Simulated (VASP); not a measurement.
# Re (P6_3/mmc) in VASP: notebook

Re is run at these levels: BLYP; tasks: single point.

Program: VASP 6.6.1. These are calculated values, not measurements. Logs are shortened: lines on timing, memory, paths and dates and some standing lists are left out, and cuts for length are marked.

**1. The cell of the first run**

Symmetry: P6_3/mmc, No. 194, hexagonal system. Conventional cell: a = 2.697 Å, b = 2.697 Å, c = 8.676 Å, α = 90.00°, β = 90.00°, γ = 120.00°. Re (site symmetry -3m) has 12 Re at 2.67 to 2.70 Å within 3.5 Å. Re (site symmetry -6m2) has 12 Re at 2.67 to 2.70 Å within 3.5 Å.

**2. Single point, BLYP (13.66 Å³/atom)**

The input, INCAR:

```
SYSTEM = Re
AGGAC    = 1.0          
AGGAX    = 1.0          
ALDAC    = 0.0          
ALDAX    = 1.0          
ALGO     = Normal         ! electronic algorithm
EDIFF    = 1E-6           ! SCF threshold, eV
ENCUT    = 520            ! plane-wave cutoff, eV
GGA      = B5             ! functional
ISIF     = 2              ! what is computed and relaxed
ISMEAR   = -1             ! smearing method
LASPH    = .True.         ! aspherical terms in the spheres
LCHARG   = .False.        ! write CHGCAR
LREAL    = .False.        ! projectors in reciprocal space
LWAVE    = .False.        ! write WAVECAR
NBANDS   = 22             ! bands
NELM     = 60             ! most SCF steps
PREC     = Accurate       ! precision mode
SIGMA    = 0.1            ! smearing width, eV
```

The input, KPOINTS:

```
k-points
0
Gamma
  14 14 4
  0 0 0
```

The input, POSCAR:

```
Re
1.0
    2.6971692315      0.0000000000      0.0000000000
   -1.3485846157      2.3358170728      0.0000000000
    0.0000000000      0.0000000000      8.6759695337
Re
4
Direct
    1.0000000000      0.0000000000      1.0000000000
    1.0000000000      0.0000000000      0.5000000000
    0.3333333333      0.6666666667      0.2500000000
    0.6666666667      0.3333333333      0.7500000000
```

Potentials or basis: VASP PAW PBE potentials, release 64 (Re).

Run with:

```
$ cat potpaw_PBE.64/Re/POTCAR > POTCAR
$ mpirun -np 1 vasp_std > vasp.out
```

OUTCAR:

```text
SYSTEM = Re
   EDIFF = 1E-6
   ENCUT = 520
   GGA = B5
   ISIF = 2
   ISMEAR = -1
   LASPH = .True.
   LREAL = .False.
   NELM = 60
   PREC = Accurate

 ion  position               nearest neighbor table
   1  0.000  0.000  0.000-   3 2.67   4 2.67   3 2.67   4 2.67   4 2.67   3 2.67
   2  0.000  0.000  0.500-   3 2.67   4 2.67   3 2.67   4 2.67   4 2.67   3 2.67
   3  0.333  0.667  0.250-   1 2.67   2 2.67   1 2.67   2 2.67   1 2.67   2 2.67
   4  0.667  0.333  0.750-   1 2.67   2 2.67   1 2.67   2 2.67   1 2.67   2 2.67

  LATTYP: Found a hexagonal cell.
 ALAT       =     2.6971692315
 C/A-ratio  =     3.2166945375

  Lattice vectors:

 A1 = (   2.6971692315,   0.0000000000,   0.0000000000)
 A2 = (  -1.3485846157,   2.3358170728,   0.0000000000)
 A3 = (   0.0000000000,   0.0000000000,   8.6759695337)

Analysis of symmetry for initial positions (statically):
=====================================================================
 Subroutine PRICEL returns:
 Original cell was already a primitive cell.

 Routine SETGRP: Setting up the symmetry group for a
 hexagonal supercell.

 Subroutine GETGRP returns: Found 24 space group operations
 (whereof 12 operations were pure point group operations)
 out of a pool of 24 trial point group operations.

The static configuration has the point symmetry D_3d.
 The point group associated with its full space group is D_6h.

Analysis of symmetry for dynamics (positions and initial velocities):
=====================================================================
 Subroutine PRICEL returns:
 Original cell was already a primitive cell.

 Routine SETGRP: Setting up the symmetry group for a
 hexagonal supercell.

 Subroutine GETGRP returns: Found 24 space group operations
 (whereof 12 operations were pure point group operations)
 out of a pool of 24 trial point group operations.

The dynamic configuration has the point symmetry D_3d.
 The point group associated with its full space group is D_6h.

 Subroutine INISYM returns: Found 24 space group operations
 (whereof 12 operations are pure point group operations),
 and found     1 'primitive' translations

----------------------------------------------------------------------------------------

                                     Primitive cell

  volume of cell :      54.6594

  direct lattice vectors                    reciprocal lattice vectors
     2.697169232  0.000000000  0.000000000     0.370759086  0.214057858  0.000000000
    -1.348584616  2.335817073  0.000000000     0.000000000  0.428115717  0.000000000
[... 90 lines left out ...]
   LREAL  =      F    real-space projection
   EDIFFG = 0.1E-04   stopping-criterion for IOM
   NSW    =      0    number of steps for IOM
   IBRION =     -1    ionic relax: 0-MD 1-quasi-New 2-CG
   NFREE  =      0    steps in history (QN), initial steepest desc. (CG)
   ISIF   =      2    stress and relaxation
   ISYM   =      2    0-nonsym 1-usesym 2-fastsym
   POTIM  = 0.5000    time-step for ionic-motion
   TEBEG  =    0.0;   TEEND  =   0.0 temperature during run
   PSTRESS=    0.0 pullay stress
   NELECT =      28.0000    total number of electrons
   NUPDOWN=      -1.0000    fix difference up-down
   EMIN   =  10.00;   EMAX   =-10.00  energy-range for DOS
   EFERMI =   0.00;   METHOD = LEGACY
   ISMEAR =    -1;   SIGMA  =   0.10  broadening in eV -4-tet -1-fermi 0-gaus
   EFERMI_NEDOS =   21; number of points for ismear=-14 and -15
   IALGO  =     38    algorithm
   IMIX   =      4    mixing-type and parameters
     AMIX     =   0.40;   BMIX     =  1.00
     AMIX_MAG =   1.60;   BMIX_MAG =  1.00
  volume/ion in A,a.u.               =      13.66        92.21
  Fermi-wavevector in a.u.,A,eV,Ry     =   1.309903  2.475358 23.345503  1.715846
  Thomas-Fermi vector in A             =   2.440470
   LORBIT       =      0    0 simple, 1 ext, 2 COOP (PROOUT), +10 PAW based schemes
   GGA     = B5    functional components
   LHFCALC =     F    Hartree Fock is set to
   AEXX    =    0.0000 exact exchange contribution
   IVDW    =     0    specifies the selected vdW correction
   LEPSILON=     F    determine dielectric tensor
   LRPA    =     F    only Hartree local field effects (RPA)
 non-spin polarized calculation
  energy-cutoff  :      520.00
  volume of cell :       54.66
 maximum number of plane-waves:      1499
 NGX is ok and might be reduce to    20
   NGX =  9   NGY =  9   NGZ = 33

 number of electron      28.0000002 magnetization

 Free energy of the ion-electron system (eV)
  ---------------------------------------------------
  ext. energy  EPLUGINS =         0.00000000
  ---------------------------------------------------
  free energy    TOTEN  =       -41.83724721 eV

  energy without entropy =      -41.74993618  energy(sigma->0) =      -41.79359169

 E-fermi :   9.5984     XC(G=0): -13.4317

 val. band max:        9.5617156192   @ k =   0.2857   0.0000   0.0000
 cond. band min:       9.6072177762   @ k =   0.1429   0.0000   0.0000
 fundamental gap:      0.0455021570
 Fermi energy:         9.5983994180

 k-point     1 :       0.0000    0.0000    0.0000
  band No.  band energies     occupation
      1      -0.7248      2.00000
      2       1.7055      2.00000
      3       1.7897      2.00000
      4       2.3356      2.00000
      5       6.8336      2.00000
      6       6.9469      2.00000
[... 589 lines left out ...]
     21      16.7760      0.00000
     22      17.1560      0.00000

 [... further k-points ...]

------------------------ aborting loop because EDIFF is reached ----------------------------------------

  FORCE on cell =-STRESS in cart. coord.  units (eV):
  Direction    XX          YY          ZZ          XY          YZ          ZX
  --------------------------------------------------------------------------------------
  -------------------------------------------------------------------------------------
  Total       20.1108882     20.1108882     20.1313879      0.0000000      0.0000000      0.0000000
  in kB      589.4904719    589.4904719    590.0913591      0.0000000      0.0000000      0.0000000
  external PRESSURE =     589.6907676 kB  Pullay stress =       0.0000000 kB

 VOLUME and BASIS-vectors are now :
 -----------------------------------------------------------------------------
  energy-cutoff  :      520.00
  volume of cell :       54.66
      direct lattice vectors                 reciprocal lattice vectors
     2.697169232  0.000000000  0.000000000     0.370759086  0.214057858  0.000000000
    -1.348584616  2.335817073  0.000000000     0.000000000  0.428115717  0.000000000
     0.000000000  0.000000000  8.675969534     0.000000000  0.000000000  0.115260893

 POSITION                                       TOTAL-FORCE (eV/Angst)
 -----------------------------------------------------------------------------------
      0.00000      0.00000      0.00000        -0.000000      0.000000      0.000000
      0.00000      0.00000      4.33798        -0.000000      0.000000      0.000000
     -0.00000      1.55721      2.16899         0.000000      0.000000      0.000000
      1.34858      0.77861      6.50698        -0.000000     -0.000000     -0.000000
 -----------------------------------------------------------------------------------
    total drift:                               -0.000000     -0.000000      0.000000

  FREE ENERGIE OF THE ION-ELECTRON SYSTEM (eV)
  ---------------------------------------------------
  free  energy   TOTEN  =       -41.8372472106 eV

  energy  without entropy=      -41.7499361764  energy(sigma->0) =      -41.79359169
```

OSZICAR:

```text
N       E                     dE             d eps       ncg     rms          rms(c)
DAV:   1     0.194071017040E+03    0.19407E+03   -0.12443E+04  5840   0.160E+03
DAV:   2    -0.172090350100E+02   -0.21128E+03   -0.18918E+03  6056   0.696E+02
DAV:   3    -0.419241257773E+02   -0.24715E+02   -0.21046E+02  5966   0.352E+02
DAV:   4    -0.438567768372E+02   -0.19327E+01   -0.16843E+01  5232   0.756E+01
DAV:   5    -0.440716802342E+02   -0.21490E+00   -0.19709E+00  5578   0.166E+01    0.839E+01
DAV:   6    -0.424651001987E+02    0.16066E+01   -0.13521E+00  5148   0.271E+01    0.388E+01
DAV:   7    -0.418501604493E+02    0.61494E+00   -0.11830E+00  5370   0.232E+01    0.119E+00
DAV:   8    -0.418379718354E+02    0.12189E-01   -0.52958E-02  5936   0.211E+00    0.493E-01
DAV:   9    -0.418373344326E+02    0.63740E-03   -0.43062E-03  5892   0.873E-01    0.109E-01
DAV:  10    -0.418372822656E+02    0.52167E-04   -0.90370E-04  6122   0.739E-01    0.113E-01
DAV:  11    -0.418372538815E+02    0.28384E-04   -0.12917E-04  6008   0.272E-01    0.455E-02
DAV:  12    -0.418372470852E+02    0.67963E-05   -0.99094E-06  3956   0.511E-02    0.127E-02
DAV:  13    -0.418372472106E+02   -0.12536E-06   -0.17240E-06  3042   0.348E-02
   1 F= -.41837247E+02 E0= -.41793592E+02  d E =-.873110E-01
```

stdout:

```text
POSCAR found type information on POSCAR Re
 POSCAR found :  1 types and       4 ions
 scaLAPACK will be used
 -----------------------------------------------------------------------------
|                                                                             |
|                                                                             |
|     You enforced a specific xc type in the INCAR file but a different       |
|     I HOPE YOU KNOW WHAT YOU ARE DOING!                                     |
|                                                                             |
 -----------------------------------------------------------------------------

 LDA part: xc-table for (Slater(with rela. corr.)+VWN5), standard interpolation
 POSCAR, INCAR and KPOINTS ok, starting setup
 FFT: planning ... GRIDC
 FFT: planning ... GRID_SOFT
 FFT: planning ... GRID
 WAVECAR not read
 entering main loop
```

Run time: 2.9 min. Hardware: 1 thread of Intel Xeon 8259CL, shared host; peak memory 0.21 GiB.

Results:

```
Free energy            : -41.8372 eV
Pressure               : 59.0 GPa
Band gap on the k mesh : zero (bands 14 and 15 overlap by 3.13 eV)
```

Levels at points of the mesh, in eV from the Fermi level:
```tsv
k point	band 12	band 13	band 14	band 15	band 16	band 17
(0.00, 0.00, 0.00)	-1.50	-1.50	-1.38	-1.38	0.55	0.55
(0.50, 0.00, 0.00)	0.21	0.21	1.60	2.66	4.21	4.26
(0.00, 0.00, 0.50)	-1.76	-1.76	-1.76	-0.86	-0.86	1.16
(0.50, 0.00, 0.50)	-0.50	0.46	0.46	2.91	2.91	4.28
```

Caveat: the cell stands under pressure; the PAW data sets were made with another functional, which shifts forces and pressure a little; spin-orbit coupling is left out, which moves the levels of the heavy elements.

**3. Single point, BLYP (14.29 Å³/atom)**

This run uses another cell than the first one, of 14.29 Å³/atom.

The input, INCAR:

```
  PREC = Accurate
  ENCUT = 520
  EDIFF = 1E-6
  ISMEAR = -1
  SIGMA = 0.1
  LREAL = False
  LASPH = True
  NELM = 60
  ALGO = Normal
  ISIF = 2
  LWAVE = False
  LCHARG = True
  GGA = B5
  ALDAX = 1.0
  AGGAX = 1.0
  AGGAC = 1.0
  ALDAC = 0.0
  LELF = True
  LVHAR = True
  NBANDS = 22
```

The input, KPOINTS:

```
Automatic mesh
0
Gamma
  14 14 4
```

The input, POSCAR:

```
Re
1.0
    2.7374314245      0.0000000000      0.0000000000
   -1.3687157122      2.3706851548      0.0000000000
    0.0000000000      0.0000000000      8.8054807101
Re
4
Direct
    1.0000000000      0.0000000000      1.0000000000
    1.0000000000      0.0000000000      0.5000000000
    0.3333333333      0.6666666667      0.2500000000
    0.6666666667      0.3333333333      0.7500000000
```

Potentials or basis: VASP PAW PBE potentials, release 64 (Re).

Run with:

```
$ cat potpaw_PBE.64/Re/POTCAR > POTCAR
$ mpirun -np 1 vasp_std > vasp.out
```

OUTCAR:

```text
PREC = Accurate
   ENCUT = 520
   EDIFF = 1E-6
   ISMEAR = -1
   LREAL = False
   LASPH = True
   NELM = 60
   ISIF = 2
   GGA = B5

 ion  position               nearest neighbor table
   1  0.000  0.000  0.000-   3 2.71   4 2.71   4 2.71   3 2.71   4 2.71   3 2.71
   2  0.000  0.000  0.500-   3 2.71   4 2.71   4 2.71   3 2.71   4 2.71   3 2.71
   3  0.333  0.667  0.250-   1 2.71   2 2.71   1 2.71   2 2.71   1 2.71   2 2.71
   4  0.667  0.333  0.750-   1 2.71   2 2.71   1 2.71   2 2.71   1 2.71   2 2.71

  LATTYP: Found a hexagonal cell.
 ALAT       =     2.7374314245
 C/A-ratio  =     3.2166945375

  Lattice vectors:

 A1 = (   2.7374314245,   0.0000000000,   0.0000000000)
 A2 = (  -1.3687157122,   2.3706851548,   0.0000000000)
 A3 = (   0.0000000000,   0.0000000000,   8.8054807101)

Analysis of symmetry for initial positions (statically):
=====================================================================
 Subroutine PRICEL returns:
 Original cell was already a primitive cell.

 Routine SETGRP: Setting up the symmetry group for a
 hexagonal supercell.

 Subroutine GETGRP returns: Found 24 space group operations
 (whereof 12 operations were pure point group operations)
 out of a pool of 24 trial point group operations.

The static configuration has the point symmetry D_3d.
 The point group associated with its full space group is D_6h.

Analysis of symmetry for dynamics (positions and initial velocities):
=====================================================================
 Subroutine PRICEL returns:
 Original cell was already a primitive cell.

 Routine SETGRP: Setting up the symmetry group for a
 hexagonal supercell.

 Subroutine GETGRP returns: Found 24 space group operations
 (whereof 12 operations were pure point group operations)
 out of a pool of 24 trial point group operations.

The dynamic configuration has the point symmetry D_3d.
 The point group associated with its full space group is D_6h.

 Subroutine INISYM returns: Found 24 space group operations
[... 118 lines left out ...]
   IALGO  =     38    algorithm
   IMIX   =      4    mixing-type and parameters
     AMIX     =   0.40;   BMIX     =  1.00
     AMIX_MAG =   1.60;   BMIX_MAG =  1.00
  volume/ion in A,a.u.               =      14.29        96.41
  Fermi-wavevector in a.u.,A,eV,Ry     =   1.290637  2.438950 22.663821  1.665744
  Thomas-Fermi vector in A             =   2.422456
   LORBIT       =      0    0 simple, 1 ext, 2 COOP (PROOUT), +10 PAW based schemes
   GGA     = B5    functional components
   LHFCALC =     F    Hartree Fock is set to
   AEXX    =    0.0000 exact exchange contribution
   IVDW    =     0    specifies the selected vdW correction
   LEPSILON=     F    determine dielectric tensor
   LRPA    =     F    only Hartree local field effects (RPA)
 non-spin polarized calculation
  energy-cutoff  :      520.00
  volume of cell :       57.14
 maximum number of plane-waves:      1560
   NGX = 11   NGY = 11   NGZ = 33

 number of electron      27.9999999 magnetization

 Free energy of the ion-electron system (eV)
  ---------------------------------------------------
  ext. energy  EPLUGINS =         0.00000000
  ---------------------------------------------------
  free energy    TOTEN  =       -42.56457518 eV

  energy without entropy =      -42.47129918  energy(sigma->0) =      -42.51793718

 E-fermi :   9.0019     XC(G=0): -13.1884

 val. band max:        8.9910670546   @ k =   0.2857   0.0000   0.0000
 cond. band min:       9.0048454188   @ k =   0.1429   0.0000   0.0000
 fundamental gap:      0.0137783642
 Fermi energy:         9.0019193639

 k-point     1 :       0.0000    0.0000    0.0000
  band No.  band energies     occupation
      1      -1.0085      2.00000
      2       1.3488      2.00000
      3       1.4265      2.00000
      4       2.0964      2.00000
      5       6.3831      2.00000
      6       6.4900      2.00000
[... 589 lines left out ...]
     21      15.8059      0.00000
     22      16.1577      0.00000

 [... further k-points ...]

------------------------ aborting loop because EDIFF is reached ----------------------------------------

  FORCE on cell =-STRESS in cart. coord.  units (eV):
  Direction    XX          YY          ZZ          XY          YZ          ZX
  --------------------------------------------------------------------------------------
  -------------------------------------------------------------------------------------
  Total       12.6588391     12.6588391     12.6797563      0.0000000     -0.0000000      0.0000000
  in kB      354.9230991    354.9230991    355.5095644      0.0000000     -0.0000000      0.0000000
  external PRESSURE =     355.1185875 kB  Pullay stress =       0.0000000 kB

 VOLUME and BASIS-vectors are now :
 -----------------------------------------------------------------------------
  energy-cutoff  :      520.00
  volume of cell :       57.14
      direct lattice vectors                 reciprocal lattice vectors
     2.737431424  0.000000000  0.000000000     0.365305955  0.210909491  0.000000000
    -1.368715712  2.370685155  0.000000000     0.000000000  0.421818983  0.000000000
     0.000000000  0.000000000  8.805480710     0.000000000  0.000000000  0.113565634

 POSITION                                       TOTAL-FORCE (eV/Angst)
 -----------------------------------------------------------------------------------
      0.00000      0.00000      0.00000         0.000000      0.000000     -0.000000
      0.00000      0.00000      4.40274         0.000000      0.000000     -0.000000
     -0.00000      1.58046      2.20137        -0.000000      0.000000      0.000000
      1.36872      0.79023      6.60411         0.000000     -0.000000      0.000000
 -----------------------------------------------------------------------------------
    total drift:                               -0.000000     -0.000000      0.000000

  FREE ENERGIE OF THE ION-ELECTRON SYSTEM (eV)
  ---------------------------------------------------
  free  energy   TOTEN  =       -42.5645751753 eV

  energy  without entropy=      -42.4712991770  energy(sigma->0) =      -42.51793718
```

Run time: 3.3 min. Hardware: 1 thread of Intel Xeon 8259CL, shared host; peak memory 0.22 GiB.

Results:

* Free energy: -42.5646 eV
* Pressure: 35.5 GPa
* Band gap on the k mesh: zero (bands 14 and 15 overlap by 2.88 eV)

Levels at points of the mesh, in eV from the Fermi level:
```csv
k point,band 10,band 11,band 12,band 13,band 14,band 15,band 16,band 17,band 18,band 19
"(0.00, 0.00, 0.00)",-2.11,-1.76,-1.39,-1.39,-1.27,-1.27,0.53,0.53,0.91,1.44
"(0.50, 0.00, 0.00)",-2.11,-0.84,0.22,0.22,1.46,2.46,3.94,3.99,4.15,4.21
"(0.00, 0.00, 0.50)",-1.93,-1.64,-1.64,-1.64,-1.64,-0.89,-0.89,1.10,1.10,1.10
"(0.50, 0.00, 0.50)",-1.61,-0.52,-0.52,0.39,0.39,2.74,2.74,4.01,4.01,4.45
```

Caveat: the cell stands under pressure; the PAW data sets were made with another functional, which shifts forces and pressure a little; spin-orbit coupling is left out, which moves the levels of the heavy elements.

(Continued in part 2 of 2.)

The gap in the log of VASP goes by the Fermi energy; the results here count the filled bands.